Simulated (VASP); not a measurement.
Pd:

```xyz
2
Lattice="0.0000 2.6750 2.6750 2.6750 0.0000 2.6750 2.6750 2.6750 0.0000" Properties=species:S:1:pos:R:3 pbc="T T T"
Pd    5.3500    5.3500    5.3500
Pd    1.3375    1.3375    1.3375
```

This isn't the form of Pd at room conditions, which is fcc.

```yaml
Program: VASP 6.6.1
Task: relaxation of cell and atoms
Functional: PBE
Potentials_or_basis: VASP PAW PBE potentials, release 64 (Pd)
Cutoff: 500 eV
k_mesh: 8 × 8 × 8
Occupations: fermi-dirac, width 0.05 eV
Spin: no spin polarisation
```

At the start: pressure 30.5 GPa; volume 19.14 Å³/atom.

How do energy, volume and symmetry change on relaxing?

Over 4 steps the energy falls by 384.4 meV/atom and the volume is 24.35 Å³/atom (+27.2 %); space group Fd-3m (No. 227, to 0.1 Å) before and after.

Step by step:
| step | energy change (eV) | largest force (eV/Å) | pressure (GPa) | volume (Å³) |
| --- | --- | --- | --- | --- |
| 1 | 0.0000 | 0.0000 | 30.47 | 38.28 |
| 2 | -0.2840 | 0.0000 | -8.76 | 62.20 |
| 3 | -0.7685 | 0.0000 | -0.32 | 48.92 |
| 4 | -0.7688 | 0.0000 | -0.02 | 48.69 |

Final structure:
```
Pd
1.0
     0.00000    2.89832    2.89832
     2.89832    0.00000    2.89832
     2.89832    2.89832    0.00000
Pd
2
Direct
  0.00000 0.00000 0.00000
  0.25000 0.25000 0.25000
```

Caveat: the volume moved by over 15 % at a fixed basis, so the end points are rough.
